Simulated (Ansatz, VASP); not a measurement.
**Two plane-wave programs on Si16O**

```
Si O
1.0
     0.00000    5.43000    5.43000
     5.43000    0.00000    5.43000
     5.43000    5.43000    0.00000
Si O
16 1
Direct
  0.98772 0.00626 0.00568
  0.12844 0.12828 0.11712
  0.00356 0.99949 0.49187
  0.07788 0.15630 0.63220
  0.01883 0.50236 0.97806
  0.13030 0.63026 0.11209
  0.05132 0.51241 0.47735
  0.18213 0.62461 0.60525
  0.50298 0.00600 0.98688
  0.61231 0.13191 0.12582
  0.44942 0.04368 0.49883
  0.62776 0.12732 0.61196
  0.49971 0.50559 0.99160
  0.64324 0.63180 0.09795
  0.55351 0.49877 0.47144
  0.58179 0.67246 0.62605
  0.81643 0.69375 0.55081
```

Alike in both runs: functional PBE; k mesh 2 × 2 × 2; occupations fermi-dirac, width 0.02 eV; collinear spin.

Ansatz relaxed the structure, and its values are those at the end. VASP's run is a single point on that final structure, the one shown.

```csv
,VASP,Ansatz
version,VASP 6.6.1,Ansatz 0.2.0
potentials or method,"VASP PAW PBE potentials, release 64 (Si, O), cutoff 520 eV","scalar-relativistic, plane waves, PAW"
valence electrons in the cell,70,70
```

VASP gave:

| Property | Result |
| --- | --- |
| rms of the force components (eV/Å) | 0.018 |
| net moment per atom (μB) | 0.00 |

Problem. What did Ansatz give for the same quantities?

Solution. rms of the force components (eV/Å): 0.010; net moment per atom (μB): 0.00.

With one functional, cell and mesh, what is left measures potentials, basis and numerics. Ansatz's warnings: seeded moment not kept.

The k mesh is coarse, so the values compare programs but aren't converged.
